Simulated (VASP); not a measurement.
# Cu (P6_3/mmc) in VASP: settings compared, part 3 of 3

VASP 6.6.1.

### Step 5. Single point, r2SCAN0

This run uses another cell than the first one, of 11.89 Å³/atom.

Input file POSCAR:

```
Cu
1.0
    2.5674438712      0.0000000000      0.0000000000
   -1.2837219356      2.2234716153      0.0000000000
    0.0000000000      0.0000000000      4.1666899825
Cu
2
Direct
    0.6666666667      0.3333333333      0.7500000000
    0.3333333333      0.6666666667      0.2500000000
```

Input file INCAR.step1:

```
SYSTEM = Cu
PREC = Accurate
ENCUT = 520
EDIFF = 1E-5
ISMEAR = -1
SIGMA = 0.05
LREAL = .False.
LASPH = .True.
NELM = 60
ALGO = Normal
ISIF = 2
LWAVE = .True.
GGA = PE
NBANDS = 18
```

Input file INCAR.step2:

```
SYSTEM = Cu
PREC = Accurate
ENCUT = 520
EDIFF = 1E-6
ISMEAR = -1
SIGMA = 0.05
LREAL = .False.
LASPH = .True.
NELM = 60
ALGO = Normal
ISIF = 2
LWAVE = .False.
LCHARG = .True.
METAGGA = R2SCAN
LHFCALC = .True.
AEXX = 0.25
LMIXTAU = .True.
PRECFOCK = Normal
LELF = .True.
LVHAR = .True.
ISTART = 1
NBANDS = 18
```

Input file KPOINTS:

```
Automatic mesh
0
Gamma
  6 6 4
  0 0 0
```

Potentials or basis: VASP PAW PBE potentials, release 64 (Cu).

The run is started by

```bash
> cat potpaw_PBE.64/Cu/POTCAR > POTCAR
> cp INCAR.step1 INCAR
> mpirun -np 1 vasp_std > vasp.out
> cp INCAR.step2 INCAR
> mpirun -np 1 vasp_std > vasp.out
```

OUTCAR:

```text
SYSTEM = Cu
   PREC = Accurate
   ENCUT = 520
   EDIFF = 1E-6
   ISMEAR = -1
   LREAL = .False.
   LASPH = .True.
   NELM = 60
   ISIF = 2
   METAGGA = R2SCAN
   LHFCALC = .True.
   AEXX = 0.25
   PRECFOCK = Normal
   ISTART = 1

 ion  position               nearest neighbor table
   1  0.667  0.333  0.750-   2 2.56   2 2.56   2 2.56   2 2.56   2 2.56   2 2.56
   2  0.333  0.667  0.250-   1 2.56   1 2.56   1 2.56   1 2.56   1 2.56   1 2.56

[... 637 lines left out ...]

------------------------ aborting loop because EDIFF is reached ----------------------------------------

  FORCE on cell =-STRESS in cart. coord.  units (eV):
  Direction    XX          YY          ZZ          XY          YZ          ZX
  --------------------------------------------------------------------------------------
  -------------------------------------------------------------------------------------
  Total       -0.0459717     -0.0459717     -0.4741330      0.0000000     -0.0000000      0.0000000
  in kB       -3.0965477     -3.0965477    -31.9364777      0.0000000     -0.0000000      0.0000000
  external PRESSURE =     -12.7098577 kB  Pullay stress =       0.0000000 kB

 VOLUME and BASIS-vectors are now :
 -----------------------------------------------------------------------------
  energy-cutoff  :      520.00
  volume of cell :       23.79
      direct lattice vectors                 reciprocal lattice vectors
     2.567443871  0.000000000  0.000000000     0.389492449  0.224873570  0.000000000
    -1.283721936  2.223471615  0.000000000     0.000000000  0.449747140  0.000000000
     0.000000000  0.000000000  4.166689983     0.000000000  0.000000000  0.239998657

 POSITION                                       TOTAL-FORCE (eV/Angst)
 -----------------------------------------------------------------------------------
      1.28372      0.74116      3.12502        -0.000000      0.000000      0.000000
     -0.00000      1.48231      1.04167         0.000000     -0.000000     -0.000000
 -----------------------------------------------------------------------------------
    total drift:                               -0.000000      0.000000      0.000000

  FREE ENERGIE OF THE ION-ELECTRON SYSTEM (eV)
  ---------------------------------------------------
  free  energy   TOTEN  =       -18.6624388404 eV

  energy  without entropy=      -18.6576568733  energy(sigma->0) =      -18.66004786
```

Run time: 21 min. Hardware: 1 thread of Intel Xeon 6975P-C (Granite Rapids), shared host; peak memory 0.15 GiB.

Results:

```
Free energy            : -18.6624 eV
Pressure               : -1.3 GPa
Band gap on the k mesh : zero (bands 11 and 12 overlap by 8.89 eV)
```

Stress tensor (GPa, compression positive):
```
-0.31  0.00  0.00
 0.00 -0.31  0.00
 0.00  0.00 -3.19
```

Caveat: the k points lie up to 0.47 Å⁻¹ apart, too coarse for converged energies and pressures of a metal; the PAW data sets were made with another functional, which shifts forces and pressure a little.

### Step 6. Single point, PBEsol-based screened hybrid with 25 % exact exchange

Input file POSCAR:

```
Cu
1.0
    2.5340966698      0.0000000000      0.0000000000
   -1.2670483349      2.1945920917      0.0000000000
    0.0000000000      0.0000000000      4.1125710000
Cu
2
Direct
    0.6666666667      0.3333333333      0.7500000000
    0.3333333333      0.6666666667      0.2500000000
```

Input file INCAR.step1:

```
SYSTEM = Cu
PREC     = Accurate       ! precision mode
ENCUT    = 520            ! plane-wave cutoff, eV
EDIFF    = 1E-5           ! SCF threshold, eV
ISMEAR   = -1             ! smearing method
SIGMA    = 0.05           ! smearing width, eV
LREAL    = .False.        ! projectors in reciprocal space
LASPH    = .True.         ! aspherical terms in the spheres
NELM     = 80             ! most SCF steps
ALGO     = Normal         ! electronic algorithm
ISIF     = 2              ! what is computed and relaxed
LWAVE    = .True.         ! write WAVECAR
LCHARG   = .False.        ! write CHGCAR
NBANDS   = 18             ! bands
GGA      = PE             ! functional
```

Input file INCAR.step2:

```
SYSTEM = Cu
PREC     = Accurate       ! precision mode
ENCUT    = 520            ! plane-wave cutoff, eV
EDIFF    = 1E-6           ! SCF threshold, eV
ISMEAR   = -1             ! smearing method
SIGMA    = 0.05           ! smearing width, eV
LREAL    = .False.        ! projectors in reciprocal space
LASPH    = .True.         ! aspherical terms in the spheres
NELM     = 80             ! most SCF steps
ALGO     = Normal         ! electronic algorithm
ISIF     = 2              ! what is computed and relaxed
LWAVE    = .False.        ! write WAVECAR
LCHARG   = .False.        ! write CHGCAR
GGA      = PS             ! functional
LHFCALC  = .True.         ! exact exchange
AEXX     = 0.25           ! exact-exchange fraction
HFSCREEN = 0.207          ! screening, 1/A
PRECFOCK = Normal       
NBANDS   = 18             ! bands
ISTART   = 1
```

Input file KPOINTS:

```
regular mesh
0
Gamma
  6 6 4
  0 0 0
```

Potentials or basis: VASP PAW PBE potentials, release 64 (Cu).

The run is started by

```bash
> cat potpaw_PBE.64/Cu/POTCAR > POTCAR
> cp INCAR.step1 INCAR
> mpirun -np 1 vasp_std > vasp.out
> cp INCAR.step2 INCAR
> mpirun -np 1 vasp_std > vasp.out
```

Wall time 50 min (1 thread of Intel Xeon 8259CL, shared host); peak memory 0.25 GiB.

It converged, with:

```
Free energy            : -8.0365 eV
Pressure               : 2.3 GPa
Band gap on the k mesh : zero (bands 11 and 12 overlap by 8.03 eV)
```

Stress tensor (GPa, compression positive):
```
3.23 0.00 0.00
0.00 3.23 0.00
0.00 0.00 0.44
```

Levels at points of the mesh, in eV from the Fermi level:
```csv
k point,band 7,band 8,band 9,band 10,band 11,band 12,band 13,band 14,band 15,band 16
"(0.00, 0.00, 0.00)",-3.91,-3.63,-3.63,-2.68,-2.68,-0.71,5.09,23.06,24.06,24.06
"(0.50, 0.00, 0.00)",-3.79,-2.58,-2.54,-2.46,0.11,2.21,9.25,9.81,12.31,13.05
"(0.00, 0.00, 0.50)",-4.20,-4.20,-2.98,-2.98,-2.98,-2.98,14.50,14.50,23.80,23.80
"(0.50, 0.00, 0.50)",-2.77,-2.77,-2.49,-2.49,0.99,0.99,6.15,6.15,18.09,18.09
```

Caveat: the k points lie up to 0.48 Å⁻¹ apart, too coarse for converged energies and pressures of a metal; the PAW data sets were made with another functional, which shifts forces and pressure a little.

### Step 7. The runs side by side

```tsv
task	level	cell	k mesh	cutoff (eV)	grid for exact exchange (PRECFOCK)	share of exact exchange	screening parameter	gap on the mesh (eV)	pressure (GPa)
relaxation of cell and atoms	PBEsol	relaxed to 30 GPa from a = 2.534, b = 2.534, c = 4.113 Å, angles 90.0, 90.0, 120.0°, 2 atoms	12 × 12 × 7	600	-	-	-	none	29.9
single point	PBE0	a = 2.500, b = 2.500, c = 4.057 Å, angles 90.0, 90.0, 120.0°, 2 atoms	6 × 6 × 4	520	Normal	0.25	-	none	15.7
single point	r2SCAN0	a = 2.500, b = 2.500, c = 4.057 Å, angles 90.0, 90.0, 120.0°, 2 atoms	6 × 6 × 4	520	Normal	0.25	-	none	11.7
single point	r2SCAN0	a = 2.567, b = 2.567, c = 4.167 Å, angles 90.0, 90.0, 120.0°, 2 atoms	6 × 6 × 4	520	Normal	0.25	-	none	-1.3
single point	PBEsol-based screened hybrid with 25 % exact exchange	a = 2.534, b = 2.534, c = 4.113 Å, angles 90.0, 90.0, 120.0°, 2 atoms	6 × 6 × 4	520	Normal	0.25	0.207 1/Å	none	2.3
```

Alike in all rows: potentials or basis VASP PAW PBE potentials, release 64 (Cu); no spin polarisation; smearing fermi-dirac 0.05 eV.

Caveats: some runs use coarse meshes; the PAW data sets were made with another functional, which shifts forces and pressure a little; the cell is relaxed towards a set pressure, so the run minimises the enthalpy, not the energy (at least some runs).

Absolute energies hang on the potentials; compare differences alone.
